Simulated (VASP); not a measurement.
Wanted: the native input for a VASP 6.6.1 run.

| Item | Value |
| --- | --- |
| Task | single point |
| Functional | PBE |
| Potentials or basis | VASP PAW PBE potentials, release 64 (Ir) |
| Cutoff | 520 eV |
| k mesh | 23 × 23 × 23 |
| Occupations | fermi-dirac, width 0.05 eV |
| Spin | no spin polarisation |
| Dipole correction | no |
| Further INCAR settings | ALGO = Normal; EDIFF = 1e-06; NBANDS = 10 |

The structure of Ir lies in POSCAR:

```
Ir
1.0
    0.0000000000      1.9352590341      1.9352590341
    1.9352590341      0.0000000000      1.9352590341
    1.9352590341      1.9352590341      0.0000000000
Ir
1
Direct
    0.0000000000      0.0000000000      0.0000000000
```

One way to write it, as run:

INCAR

```
  PREC = Accurate
  ENCUT = 520
  EDIFF = 1E-6
  ISMEAR = -1
  SIGMA = 0.05
  LREAL = False
  LASPH = True
  NELM = 80
  ALGO = Normal
  ISIF = 2
  LWAVE = False
  LCHARG = False
  GGA = PE
  NBANDS = 10
```

KPOINTS

```
regular mesh
0
Gamma
  23 23 23
```

Potentials or basis: VASP PAW PBE potentials, release 64 (Ir).

Launch:

```console
$ cat potpaw_PBE.64/Ir/POTCAR > POTCAR
$ mpirun -np 1 vasp_std > vasp.out
```

It gave:

```yaml
Pressure: 0.5 GPa
Band_gap_on_the_k_mesh: zero (an odd number of electrons rules out a gap without spin polarisation)
```

Caveat: spin-orbit coupling is left out, which moves the levels of the heavy elements.

Wall time 55 s on 1 thread of Intel Xeon 8259CL (shared host), peak memory 0.17 GiB.
